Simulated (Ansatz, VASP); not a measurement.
# NaH: VASP beside Ansatz

```xyz
2
Lattice="0.0000 2.3902 2.3902 2.3902 0.0000 2.3902 2.3902 2.3902 0.0000" Properties=species:S:1:pos:R:3 pbc="T T T"
Na    0.0000    0.0000    0.0000
H     2.3902    2.3902    2.3902
```

Change from the starting cell: volume scaled by 0.94.

Alike in both runs: task single point; functional PBEsol; k mesh 9 × 9 × 9; occupations fermi-dirac, width 0.03 eV; no spin polarisation.

|  | VASP | Ansatz |
| --- | --- | --- |
| version | VASP 6.6.1 | Ansatz 0.2.0 |
| potentials or method | VASP PAW PBE potentials, release 64 (Na_pv, H), cutoff 520 eV | all-electron LAPW, scalar-relativistic |

```tsv
	VASP	Ansatz	Ansatz less VASP
gap on the k mesh at the Fermi level (eV)	3.93	3.93	+0.002
pressure (GPa)	0.2	0.2	+0.02
```

VASP's potentials were made for PBE, not for PBEsol. Ansatz ran all-electron here, and VASP with PAW potentials.
